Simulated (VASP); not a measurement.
Input of a VASP 6.6.1 run:

File INCAR:

```
  PREC = Accurate
  ENCUT = 520
  EDIFF = 1E-6
  ISMEAR = -1
  SIGMA = 0.5
  LREAL = False
  LASPH = True
  NELM = 100
  ALGO = Normal
  ISIF = 2
  LWAVE = False
  LCHARG = False
  GGA = PE
  NBANDS = 48
```

Contents of KPOINTS:

```
Automatic mesh
0
Gamma
  4 4 4
```

Contents of POSCAR:

```
Ir3O8
1.0
    0.0000000000      4.5612761000      3.1890623700
    4.5612761000      0.0000000000      3.1890623700
    4.5612761000      4.5612761000      0.0000000000
Ir O
3 8
Direct
    0.2605343168      0.2628171273      0.2369336738
    0.7364650375      0.7387626984      0.7610037289
   -0.0014708021      0.0008078622     -0.0010456524
   -0.0014264465      0.0008340277      0.6890634530
    0.4984835453      0.5007622255      0.1871018501
    0.4273704884      0.0224063785      0.7737682335
    0.9769168398      0.5719782722      0.2241578865
   -0.0014715187      0.0007522169      0.3088516638
    0.4985734938      0.5007568799      0.8108422990
    0.0201143983      0.4295921915      0.7738071296
    0.5696873739      0.9792385936      0.2241192115
```

Potentials or basis: VASP PAW PBE potentials, release 64 (Ir, O).

Run with:

```console
$ cat potpaw_PBE.64/Ir/POTCAR potpaw_PBE.64/O/POTCAR > POTCAR
$ mpirun -np 1 vasp_std > vasp.out
```

Problem. Estimate the largest force.

Solution. 0.307 eV/Å.

Problem. What does it give for the pressure?

Solution. -0.7 GPa.

Stress tensor (GPa, compression positive):
```
 0.83  0.83  0.00
 0.83  0.83  0.00
 0.00  0.00 -3.83
```

Caveat: an odd number of electrons without spin polarisation forces a metal; a magnetic or distorted state may lie lower.
